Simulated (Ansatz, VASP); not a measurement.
# K3Pd: VASP beside Ansatz

```
K Pd
1.0
     8.47030    0.00000    0.00000
    -4.23515    7.33550    0.00000
     0.00000    0.00000    5.40653
K Pd
6 2
Direct
  0.81105 0.62210 0.25000
  0.18895 0.81105 0.75000
  0.37790 0.18895 0.25000
  0.18895 0.37790 0.75000
  0.81105 0.18895 0.25000
  0.62210 0.81105 0.75000
  0.33333 0.66667 0.25000
  0.66667 0.33333 0.75000
```

Alike in both runs: functional PBE; k mesh 6 × 6 × 8; occupations gaussian, width 0.1 eV; no spin polarisation.

Ansatz relaxed the structure, and its values are those at the end. VASP's run is a single point on that final structure, the one shown.

|  | VASP | Ansatz |
| --- | --- | --- |
| version | VASP 6.6.1 | Ansatz 0.2.0 |
| potentials or method | VASP PAW PBE potentials, release 64 (K_sv, Pd), cutoff 520 eV | scalar-relativistic, plane waves, PAW |
| valence electrons in the cell | 74 | 90 |

|  | VASP | Ansatz | Ansatz less VASP |
| --- | --- | --- | --- |
| gap on the k mesh at the Fermi level (eV) | none | none | - |
| pressure (GPa) | 0.0 | 0.0 | 0.00 |

A gap of «none» marks a metal or a gap that the smearing closes. VASP's potentials hold 74 valence electrons a cell and Ansatz's 90, so a difference there can come from the potentials and not from the codes.
